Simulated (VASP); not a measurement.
Runs of VASP 6.6.1 on C. The structure is that of space group Fmmm (No. 69), or close to it. The cells are those of the table. 

```tsv
cell	gap on the mesh (eV)	pressure (GPa)	largest force (eV/Å)
a = 2.346, b = 2.346, c = 7.378 Å, angles 90.0, 90.0, 115.1°, 4 atoms	0.52	(b)	2.23
a = 2.416, b = 2.416, c = 7.378 Å, angles 90.0, 90.0, 118.8°, 4 atoms	0.05	10.3	(c)
a = 2.362, b = 2.362, c = 7.378 Å, angles 90.0, 90.0, 114.0°, 4 atoms	0.43	15.2	2.46
a = 2.616, b = 2.616, c = 7.378 Å, angles 90.0, 90.0, 121.1°, 4 atoms	(d)	-33.2	0.01
a = 2.373, b = 2.373, c = 7.378 Å, angles 90.0, 90.0, 117.6°, 4 atoms	(a)	21.6	0.99
```

Alike in all rows: task single point; level PBEsol; potentials or basis VASP PAW PBE potentials, release 64 (C); no spin polarisation; k mesh 18 × 18 × 6; cutoff (eV) 520; smearing gaussian 0.15 eV.

Q: Fill in the values left out.

A: (a) 0.18; (b) 24.2; (c) 0.38; (d) 0.02.

Caveats: the PAW data sets were made with another functional, which shifts forces and pressure a little; this functional lacks dispersion, which binds the layers, so the pressure and a relaxed spacing across them are unreliable.

A k mesh can miss the band edges.
